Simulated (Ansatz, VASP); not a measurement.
Two plane-wave programs on Al4Cu

```
Al Cu
1.0
    -2.87074    2.87074    2.87074
     2.87074   -2.87074    2.87074
     2.87074    2.87074   -2.87074
Al Cu
4 1
Direct
  0.34960 0.34960 0.34960
  0.65040 0.00000 0.00000
  0.00000 0.00000 0.65040
  0.00000 0.65040 0.00000
  0.00000 0.00000 0.00000
```

Change from the starting cell: species swapped into the GeF4 type (I-43m, No. 217).

Alike in both runs: task single point; functional PBE; k mesh 4 × 4 × 4; occupations gaussian, width 0.1 eV; no spin polarisation.

```csv
,VASP,Ansatz
version,VASP 6.6.1,Ansatz 0.2.0
potentials or method,"VASP PAW PBE potentials, release 64 (Al, Cu), cutoff 520 eV","scalar-relativistic, plane waves, PAW"
valence electrons in the cell,23,31
```

|  | VASP | Ansatz | Ansatz less VASP |
| --- | --- | --- | --- |
| gap on the k mesh at the Fermi level (eV) | none | none | - |
| rms of the force components (eV/Å) | 7.511 | 7.508 | -0.0036 |

Atom by atom the forces differ by 0.004 eV/Å (rms over components). A gap of «none» marks a metal or a gap that the smearing closes. With one functional, cell and mesh, what is left measures potentials, basis and numerics. VASP's potentials hold 23 valence electrons a cell and Ansatz's 31, so a difference there can come from the potentials and not from the codes.

The k mesh is coarse, so the values compare programs but aren't converged.
